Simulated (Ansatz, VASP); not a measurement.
## One calculation of BeS, two programs

```
CELL_PARAMETERS angstrom
0.00000 2.43765 2.43765
2.43765 0.00000 2.43765
2.43765 2.43765 0.00000
ATOMIC_POSITIONS crystal
Be 0.00000 0.00000 0.00000
S 0.25000 0.25000 0.25000
```

Alike in both runs: task electric field gradients; functional PBE; k mesh 12 × 12 × 12; occupations fermi-dirac, width 0.05 eV; no spin polarisation.

```csv
,VASP,Ansatz
version,VASP 6.6.1,Ansatz 0.2.0
potentials or method,"VASP PAW PBE potentials, release 64 (Be, S)","PAW with Ansatz's default frozen-core files, scalar-relativistic"
plane-wave cutoff (eV),520,420
valence electrons in the cell,8,8
```

```tsv
	VASP	Ansatz	Ansatz less VASP
gap on the k mesh at the Fermi level (eV)	3.15	3.14	-0.001
pressure (GPa)	0.1	0.0	-0.01
```
